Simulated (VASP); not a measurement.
# BP (e600) (I-4m2) in VASP: a series of runs, part 2 of 2

VASP 6.6.1. The steps go on from the part before.

### Step 3. Relaxation of the atoms, PBEsol (strained cell)

Input file INCAR:

```
  PREC = Accurate
  ENCUT = 450
  EDIFF = 1E-7
  ISMEAR = 0
  SIGMA = 0.02
  LREAL = F
  LASPH = T
  NELM = 120
  ALGO = Normal
  ISIF = 2
  LWAVE = F
  LCHARG = F
  GGA = PS
  IBRION = 2
  NSW = 60
  EDIFFG = -0.002
  GGA_COMPAT = F
  NELMIN = 4
```

Input file KPOINTS:

```
regular mesh
0
Gamma
  10 10 10
```

Input file POSCAR:

```
BP
1.0
    0.0000000000      2.2375332127      2.2705972660
    2.2375332127      0.0000000000      2.2705972660
    2.2375332127      2.2375332127      0.0000000000
B P
1 1
Direct
    0.0000000000      0.0000000000      0.0000000000
    0.2500000000      0.2500000000      0.2500000000
```

Potentials or basis: VASP PAW PBE potentials, release 64 (B, P).

Launch:

```
> cat potpaw_PBE.64/B/POTCAR potpaw_PBE.64/P/POTCAR > POTCAR
> mpirun -np 1 vasp_std > vasp.out
```

OUTCAR:

```text
PREC = Accurate
   ENCUT = 450
   EDIFF = 1E-7
   ISMEAR = 0
   LREAL = F
   LASPH = T
   NELM = 120
   ISIF = 2
   GGA = PS
   IBRION = 2
   NSW = 60
   EDIFFG = -0.002
   NELMIN = 4

 ion  position               nearest neighbor table
   1  0.000  0.000  0.000-   2 1.95   2 1.95   2 1.95   2 1.95
   2  0.250  0.250  0.250-   1 1.95   1 1.95   1 1.95   1 1.95

  LATTYP: Found a body centered tetragonal cell.
 ALAT       =     3.1643498157
 C/A-ratio  =     1.4351114120

  Lattice vectors:

 A1 = (  -2.2375332127,   0.0000000000,   2.2705972660)
 A2 = (   2.2375332127,   0.0000000000,   2.2705972660)
 A3 = (   0.0000000000,   2.2375332127,  -2.2705972660)

Analysis of symmetry for initial positions (statically):
=====================================================================
 Subroutine PRICEL returns:
 Original cell was already a primitive cell.

 Routine SETGRP: Setting up the symmetry group for a
 body centered tetragonal supercell.

 Subroutine GETGRP returns: Found  8 space group operations
 (whereof  8 operations were pure point group operations)
 out of a pool of 16 trial point group operations.

The static configuration has the point symmetry D_2d.

Analysis of symmetry for dynamics (positions and initial velocities):
=====================================================================
 Subroutine PRICEL returns:
 Original cell was already a primitive cell.

 Routine SETGRP: Setting up the symmetry group for a
 body centered tetragonal supercell.

 Subroutine GETGRP returns: Found  8 space group operations
 (whereof  8 operations were pure point group operations)
 out of a pool of 16 trial point group operations.

The dynamic configuration has the point symmetry D_2d.

 Subroutine INISYM returns: Found  8 space group operations
 (whereof  8 operations are pure point group operations),
[... 112 lines left out ...]
   EFERMI_NEDOS =   21; number of points for ismear=-14 and -15
   IALGO  =     38    algorithm
   IMIX   =      4    mixing-type and parameters
     AMIX     =   0.40;   BMIX     =  1.00
     AMIX_MAG =   1.60;   BMIX_MAG =  1.00
  volume/ion in A,a.u.               =      11.37        76.71
  Fermi-wavevector in a.u.,A,eV,Ry     =   1.155762  2.184074 18.174474  1.335786
  Thomas-Fermi vector in A             =   2.292388
   LORBIT       =      0    0 simple, 1 ext, 2 COOP (PROOUT), +10 PAW based schemes
   GGA     = PS    functional components
   LHFCALC =     F    Hartree Fock is set to
   AEXX    =    0.0000 exact exchange contribution
   IVDW    =     0    specifies the selected vdW correction
   LEPSILON=     F    determine dielectric tensor
   LRPA    =     F    only Hartree local field effects (RPA)
 conjugate gradient relaxation of ions
 non-spin polarized calculation
 Gauss-broadening in eV      SIGMA  =   0.02
  energy-cutoff  :      450.00
  volume of cell :       22.74
 maximum number of plane-waves:       531
 NGX is ok and might be reduce to    24
   NGX = 11   NGY = 11   NGZ = 11

 number of electron       8.0000001 magnetization

 Free energy of the ion-electron system (eV)
  ---------------------------------------------------
  ext. energy  EPLUGINS =         0.00000000
  ---------------------------------------------------
  free energy    TOTEN  =       -13.66697073 eV

  energy without entropy =      -13.66697073  energy(sigma->0) =      -13.66697073

 E-fermi :   7.8752     XC(G=0): -11.1610

 val. band max:        7.7804129605   @ k =   0.0000   0.0000   0.0000
 cond. band min:       8.7638201613   @ k =   0.4000   0.0000   0.4000
 fundamental gap:      0.9834072009
 Fermi energy:         7.8751844612

 k-point     1 :       0.0000    0.0000    0.0000
  band No.  band energies     occupation
      1      -8.0126      2.00000
      2       7.6325      2.00000
      3       7.7804      2.00000
      4       7.7804      2.00000
      5      11.1038      0.00000
      6      11.1038      0.00000
      7      11.1838      0.00000
      8      15.4855      0.00000
[... 243 lines left out ...]
 k-point    24 :       0.4000    0.3000    0.0000
  band No.  band energies     occupation
      1      -5.0424      2.00000
      2       1.4262      2.00000
      3       3.5805      2.00000
      4       4.1986      2.00000
      5       9.5455      0.00000
      6      11.3147      0.00000
      7      17.3656      0.00000
      8      17.3824      0.00000

 [... further k-points ...]
[... 5 lines left out ...]
  --------------------------------------------------------------------------------------
  -------------------------------------------------------------------------------------
  Total        0.5909116      0.5909116      0.0202884      0.0000000      0.0000000     -0.0000000
  in kB       41.6412749     41.6412749      1.4297155      0.0000000      0.0000000     -0.0000000
  external PRESSURE =      28.2374218 kB  Pullay stress =       0.0000000 kB

 VOLUME and BASIS-vectors are now :
 -----------------------------------------------------------------------------
  energy-cutoff  :      450.00
  volume of cell :       22.74
      direct lattice vectors                 reciprocal lattice vectors
     0.000000000  2.237533213  2.270597266    -0.223460370  0.223460370  0.220206378
     2.237533213  0.000000000  2.270597266     0.223460370 -0.223460370  0.220206378
     2.237533213  2.237533213  0.000000000     0.223460370  0.223460370 -0.220206378

 POSITION                                       TOTAL-FORCE (eV/Angst)
 -----------------------------------------------------------------------------------
      0.00000      0.00000      0.00000         0.000000      0.000000     -0.000000
      1.11877      1.11877      1.13530        -0.000000     -0.000000      0.000000
 -----------------------------------------------------------------------------------
    total drift:                               -0.000000     -0.000000      0.000000

  FREE ENERGIE OF THE ION-ELECTRON SYSTEM (eV)
  ---------------------------------------------------
  free  energy   TOTEN  =       -13.6669707309 eV

  energy  without entropy=      -13.6669707309  energy(sigma->0) =      -13.66697073

 reached required accuracy - stopping structural energy minimisation
```

OSZICAR:

```text
N       E                     dE             d eps       ncg     rms          rms(c)
DAV:   1     0.524113788413E+01    0.52411E+01   -0.37348E+03  1648   0.798E+02
DAV:   2    -0.142464402104E+02   -0.19488E+02   -0.18847E+02  2576   0.101E+02
DAV:   3    -0.144330778508E+02   -0.18664E+00   -0.18664E+00  1896   0.130E+01
DAV:   4    -0.144335272494E+02   -0.44940E-03   -0.44940E-03  2664   0.641E-01
DAV:   5    -0.144335273374E+02   -0.88018E-07   -0.88016E-07  1984   0.887E-03    0.731E+00
DAV:   6    -0.137842595041E+02    0.64927E+00   -0.16239E+00  1736   0.692E+00    0.395E+00
DAV:   7    -0.136766694578E+02    0.10759E+00   -0.29846E-01  2496   0.327E+00    0.122E+00
DAV:   8    -0.136667981211E+02    0.98713E-02   -0.28384E-02  1736   0.114E+00    0.198E-01
DAV:   9    -0.136669110311E+02   -0.11291E-03   -0.48511E-04  2416   0.205E-01    0.109E-01
DAV:  10    -0.136669662693E+02   -0.55238E-04   -0.12052E-04  1736   0.813E-02    0.206E-02
DAV:  11    -0.136669704308E+02   -0.41615E-05   -0.43423E-06  2432   0.185E-02    0.260E-02
DAV:  12    -0.136669707171E+02   -0.28637E-06   -0.14860E-06  1792   0.730E-03    0.481E-03
DAV:  13    -0.136669707309E+02   -0.13811E-07   -0.28554E-08   904   0.156E-03
   1 F= -.13666971E+02 E0= -.13666971E+02  d E =-.136670E+02
```

Wall time 5.1 s (1 thread of Intel Xeon 6975P-C (Granite Rapids), shared host); peak memory 0.14 GiB.

What came out:

* Free energy: -13.6670 eV
* Pressure after relaxing: 2.8 GPa
* Band gap on the k mesh: 0.98 eV, indirect (least direct gap 3.32 eV)

Stress tensor (GPa, compression positive):
```
4.16 0.00 0.00
0.00 4.16 0.00
0.00 0.00 0.14
```

Final structure:
```xyz
2
Lattice="0.0000 2.2375 2.2706 2.2375 0.0000 2.2706 2.2375 2.2375 0.0000" Properties=species:S:1:pos:R:3 pbc="T T T"
B     0.0000    0.0000    0.0000
P     1.1188    1.1188    1.1353
```

Caveat: the cell differs from its parent crystal (strained cell); the relaxation stopped at its first step, so nothing moved; the PAW data sets were made with another functional, which shifts forces and pressure a little. A k mesh can miss the band edges.
